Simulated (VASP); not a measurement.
# Bi2Se3 (R-3m) in VASP: further runs, part 3 of 3

VASP 6.6.1.

## (6) Single point, r2SCAN

This run uses another cell than the first one, of 28.38 Å³/atom.

POSCAR reads:

```
Bi2Se3
1.0
    2.0715000000      1.1959810826      9.5453333333
   -2.0715000000      1.1959810826      9.5453333333
    0.0000000000     -2.3919621653      9.5453333333
Bi Se
2 3
Direct
    0.5992000000      0.5992000000      0.5992000000
    0.4008000000      0.4008000000      0.4008000000
    0.7883000000      0.7883000000      0.7883000000
    0.2117000000      0.2117000000      0.2117000000
    0.0000000000      0.0000000000      0.0000000000
```

INCAR.step1 reads:

```
  ALGO = Normal
  EDIFF = 1E-4
  ENCUT = 520
  GGA = PE
  ISMEAR = 1
  LASPH = T
  LCHARG = F
  LREAL = F
  LWAVE = T
  NBANDS = 32
  NELM = 80
  PREC = Accurate
  SIGMA = 0.1
```

INCAR.step2 reads:

```
  ALGO = Normal
  EDIFF = 1E-7
  ENCUT = 520
  ISIF = 2
  ISMEAR = 1
  ISTART = 1
  LASPH = T
  LCHARG = F
  LMIXTAU = T
  LREAL = F
  LWAVE = F
  METAGGA = R2SCAN
  NBANDS = 32
  NELM = 80
  PREC = Accurate
  SIGMA = 0.1
```

KPOINTS reads:

```
k-points
0
Gamma
  6 6 6
```

Potentials or basis: VASP PAW PBE potentials, release 64 (Bi_d, Se).

On the command line:

```sh
$ cat potpaw_PBE.64/Bi_d/POTCAR potpaw_PBE.64/Se/POTCAR > POTCAR
$ cp INCAR.step1 INCAR
$ mpirun -np 1 vasp_std > vasp.out
$ cp INCAR.step2 INCAR
$ mpirun -np 1 vasp_std > vasp.out
```

OUTCAR:

```text
EDIFF = 1E-7
   ENCUT = 520
   ISIF = 2
   ISMEAR = 1
   ISTART = 1
   LASPH = T
   LREAL = F
   METAGGA = R2SCAN
   NELM = 80
   PREC = Accurate

 ion  position               nearest neighbor table
   1  0.599  0.599  0.599-   4 2.85   4 2.85   4 2.85   5 3.07   5 3.07   5 3.07
   2  0.401  0.401  0.401-   3 2.85   3 2.85   3 2.85   5 3.07   5 3.07   5 3.07
   3  0.788  0.788  0.788-   2 2.85   2 2.85   2 2.85
   4  0.212  0.212  0.212-   1 2.85   1 2.85   1 2.85
   5  0.000  0.000  0.000-   1 3.07   1 3.07   2 3.07   2 3.07   1 3.07   2 3.07

  LATTYP: Found a trigonal (rhomboedric) cell.
 ALAT       =     9.8404710987
 COS(alpha) =     0.9113725833

  Lattice vectors:

 A1 = (   2.0715000000,   1.1959810826,   9.5453333333)
 A2 = (  -2.0715000000,   1.1959810826,   9.5453333333)
 A3 = (   0.0000000000,  -2.3919621653,   9.5453333333)

Analysis of symmetry for initial positions (statically):
=====================================================================
 Subroutine PRICEL returns:
 Original cell was already a primitive cell.

 Routine SETGRP: Setting up the symmetry group for a
 trigonal (rhombohedral) supercell.

 Subroutine GETGRP returns: Found 12 space group operations
 (whereof 12 operations were pure point group operations)
 out of a pool of 12 trial point group operations.

The static configuration has the point symmetry D_3d.

Analysis of symmetry for dynamics (positions and initial velocities):
=====================================================================
 Subroutine PRICEL returns:
 Original cell was already a primitive cell.

 Routine SETGRP: Setting up the symmetry group for a
 trigonal (rhombohedral) supercell.

 Subroutine GETGRP returns: Found 12 space group operations
 (whereof 12 operations were pure point group operations)
[... 126 lines left out ...]
   IMIX   =      4    mixing-type and parameters
     AMIX     =   0.40;   BMIX     =  1.00
     AMIX_MAG =   1.60;   BMIX_MAG =  1.00
  volume/ion in A,a.u.               =      28.38       191.50
  Fermi-wavevector in a.u.,A,eV,Ry     =   1.140700  2.155610 17.703848  1.301196
  Thomas-Fermi vector in A             =   2.277401
   LORBIT       =      0    0 simple, 1 ext, 2 COOP (PROOUT), +10 PAW based schemes
   METAGGA = R2SCAN    functional components
   LHFCALC =     F    Hartree Fock is set to
   AEXX    =    0.0000 exact exchange contribution
   IVDW    =     0    specifies the selected vdW correction
   LEPSILON=     F    determine dielectric tensor
   LRPA    =     F    only Hartree local field effects (RPA)
 non-spin polarized calculation
 Methfessel and Paxton  Order N= 1 SIGMA  =   0.10
  energy-cutoff  :      520.00
  volume of cell :      141.89
 maximum number of plane-waves:      3848
 NGX is ok and might be reduce to    80
   NGX = 37   NGY = 37   NGZ = 37

 number of electron      47.9999997 magnetization

 Free energy of the ion-electron system (eV)
  ---------------------------------------------------
  ext. energy  EPLUGINS =         0.00000000
  ---------------------------------------------------
  free energy    TOTEN  =      -162.02331982 eV

  energy without entropy =     -162.02336871  energy(sigma->0) =     -162.02333612

 E-fermi :   4.8760     XC(G=0): -10.0434

 val. band max:        4.7984690341   @ k =   0.0000   0.0000   0.0000
 cond. band min:       5.2843788367   @ k =   0.0000   0.0000   0.0000
 fundamental gap:      0.4859098026
 Fermi energy:         4.8760330978

 k-point     1 :       0.0000    0.0000    0.0000
  band No.  band energies     occupation
      1     -19.0930      2.00000
      2     -19.0930      2.00000
      3     -19.0908      2.00000
      4     -19.0908      2.00000
      5     -19.0799      2.00000
      6     -19.0772      2.00000
[... 829 lines left out ...]
     31      10.0581      0.00000
     32      11.7139      0.00000

 [... further k-points ...]

------------------------ aborting loop because EDIFF is reached ----------------------------------------

  FORCE on cell =-STRESS in cart. coord.  units (eV):
  Direction    XX          YY          ZZ          XY          YZ          ZX
  --------------------------------------------------------------------------------------
  -------------------------------------------------------------------------------------
  Total        1.1853220      1.1853220      1.3714654      0.0000000     -0.0000000      0.0000000
  in kB       13.3842899     13.3842899     15.4861641      0.0000000     -0.0000000      0.0000000
  external PRESSURE =      14.0849146 kB  Pullay stress =       0.0000000 kB

 VOLUME and BASIS-vectors are now :
 -----------------------------------------------------------------------------
  energy-cutoff  :      520.00
  volume of cell :      141.89
      direct lattice vectors                 reciprocal lattice vectors
     2.071500000  1.195981083  9.545333333     0.241370987  0.139355604  0.034921078
    -2.071500000  1.195981083  9.545333333    -0.241370987  0.139355604  0.034921078
     0.000000000 -2.391962165  9.545333333     0.000000000 -0.278711209  0.034921078

 POSITION                                       TOTAL-FORCE (eV/Angst)
 -----------------------------------------------------------------------------------
      0.00000     -0.00000     17.15869         0.000000     -0.000000      0.062759
      0.00000     -0.00000     11.47731         0.000000      0.000000     -0.062759
      0.00000     -0.00000     22.57376         0.000000      0.000000     -0.051089
      0.00000     -0.00000      6.06224         0.000000     -0.000000      0.051089
      0.00000      0.00000      0.00000         0.000000      0.000000      0.000000
 -----------------------------------------------------------------------------------
    total drift:                                0.000000      0.000000     -0.000000

  FREE ENERGIE OF THE ION-ELECTRON SYSTEM (eV)
  ---------------------------------------------------
  free  energy   TOTEN  =      -162.0233198220 eV

  energy  without entropy=     -162.0233687091  energy(sigma->0) =     -162.02333612
```

OSZICAR.step1:

```text
N       E                     dE             d eps       ncg     rms          rms(c)
DAV:   1     0.466380946735E+03    0.46638E+03   -0.22845E+04  2048   0.155E+03
DAV:   2     0.337847865641E+02   -0.43260E+03   -0.41534E+03  2096   0.411E+02
DAV:   3    -0.187252977257E+02   -0.52510E+02   -0.49914E+02  2672   0.150E+02
DAV:   4    -0.208672485439E+02   -0.21420E+01   -0.21307E+01  2264   0.319E+01
DAV:   5    -0.209448360682E+02   -0.77588E-01   -0.77577E-01  2984   0.628E+00    0.520E+00
DAV:   6    -0.201422799783E+02    0.80256E+00   -0.10771E+00  2864   0.736E+00    0.322E+00
DAV:   7    -0.201477708138E+02   -0.54908E-02   -0.35641E-01  2280   0.252E+00    0.171E+00
DAV:   8    -0.201550916298E+02   -0.73208E-02   -0.45863E-02  2408   0.114E+00    0.571E-01
DAV:   9    -0.201559261331E+02   -0.83450E-03   -0.19521E-03  2624   0.430E-01    0.128E-01
DAV:  10    -0.201561084916E+02   -0.18236E-03   -0.10648E-03  2168   0.167E-01    0.543E-02
DAV:  11    -0.201561606281E+02   -0.52137E-04   -0.10967E-04  1600   0.684E-02
   1 F= -.20156161E+02 E0= -.20156199E+02  d E =0.114285E-03
```

Wall time 65 min (1 thread of Intel Xeon Platinum 8259CL at 2.50GHz (Skylake/Cascade Lake), shared host); peak memory 1.1 GiB.

What came out:

```yaml
Free_energy: -162.0233 eV
Pressure: 1.4 GPa
Largest_force: 0.063 eV/Å
Band_gap_on_the_k_mesh: 0.49 eV
```

Forces in eV/Å, atoms in the order of the input:
```
Bi   0.000  0.000  0.063
Bi   0.000  0.000 -0.063
Se   0.000  0.000 -0.051
Se   0.000  0.000  0.051
Se   0.000  0.000  0.000
```

Caveat: the PAW data sets were made with another functional, which shifts forces and pressure a little; spin-orbit coupling is left out, which moves the levels of the heavy elements.

## (7) Overview

```tsv
level	potentials or basis	cell	k mesh	smearing	gap on the mesh (eV)	pressure (GPa)	largest force (eV/Å)
LDA	VASP PAW LDA potentials, release 64 (Bi_d, Se)	a = 10.033 Å, angles 24.3°, 5 atoms, atomic positions A	8 × 8 × 8	fermi-dirac 0.05 eV	0.13	-4.7	0.39
RPBE	VASP PAW PBE potentials, release 64 (Bi_d, Se)	a = 10.033 Å, angles 24.3°, 5 atoms, atomic positions A	8 × 8 × 8	fermi-dirac 0.05 eV	0.33	0.6	0.26
PBEsol	VASP PAW PBE potentials, release 64 (Bi_d, Se)	a = 9.822 Å, angles 24.3°, 5 atoms, atomic positions B	8 × 8 × 8	fermi-dirac 0.05 eV	0.12	0.0	0.02
PBEsol	VASP PAW PBE potentials, release 64 (Bi_d, Se)	a = 9.840 Å, angles 24.3°, 5 atoms, atomic positions A	6 × 6 × 6	methfessel-paxton 0.05 eV	0.14	-0.3	0.19
r2SCAN	VASP PAW PBE potentials, release 64 (Bi_d, Se)	a = 9.840 Å, angles 24.3°, 5 atoms, atomic positions A	6 × 6 × 6	methfessel-paxton 0.1 eV	0.49	1.4	0.06
```

Alike in all rows: task single point; no spin polarisation; cutoff (eV) 520.

Caveats: spin-orbit coupling is left out, which moves the levels of the heavy elements; the PAW data sets were made with another functional, which shifts forces and pressure a little (at least some runs); the cell stands under tension (at least some runs).

Total energies depend on the potentials used, so only differences within one code and one set of settings carry meaning.
